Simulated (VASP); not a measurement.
Input of a VASP 6.6.1 run:

File POSCAR:

```
Sc3InB
1.0
    4.5600000000      0.0000000000      0.0000000000
    0.0000000000      4.5600000000      0.0000000000
    0.0000000000      0.0000000000      4.5600000000
Sc In B
3 1 1
Direct
    0.0000000000      0.5000000000      0.5000000000
    0.5000000000      0.0000000000      0.5000000000
    0.5000000000      0.5000000000      0.0000000000
    0.0000000000      0.0000000000      0.0000000000
    0.5000000000      0.5000000000      0.5000000000
```

File INCAR.step1:

```
ALGO = Normal
EDIFF = 1E-4
ENCUT = 520
GGA = PE
ISMEAR = -1
LASPH = T
LCHARG = F
LREAL = F
LWAVE = T
NBANDS = 32
NELM = 100
PREC = Accurate
SIGMA = 0.1
```

Contents of INCAR.step2:

```
ALGO = Normal
EDIFF = 1E-7
ENCUT = 520
ISIF = 2
ISMEAR = -1
ISTART = 1
LASPH = T
LCHARG = F
LMIXTAU = T
LREAL = F
LWAVE = F
METAGGA = R2SCAN
NBANDS = 32
NELM = 100
PREC = Accurate
SIGMA = 0.1
```

File KPOINTS:

```
k-points
0
Gamma
  5 5 5
```

Potentials or basis: VASP PAW PBE potentials, release 64 (Sc_sv, In_d, B).

The run is started by

```console
$ cat potpaw_PBE.64/Sc_sv/POTCAR potpaw_PBE.64/In_d/POTCAR potpaw_PBE.64/B/POTCAR > POTCAR
$ cp INCAR.step1 INCAR
$ mpirun -np 1 vasp_std > vasp.out
$ cp INCAR.step2 INCAR
$ mpirun -np 1 vasp_std > vasp.out
```

Task: Estimate the pressure.

Result: 8.0 GPa.

Caveat: the PAW data sets were made with another functional, which shifts forces and pressure a little.
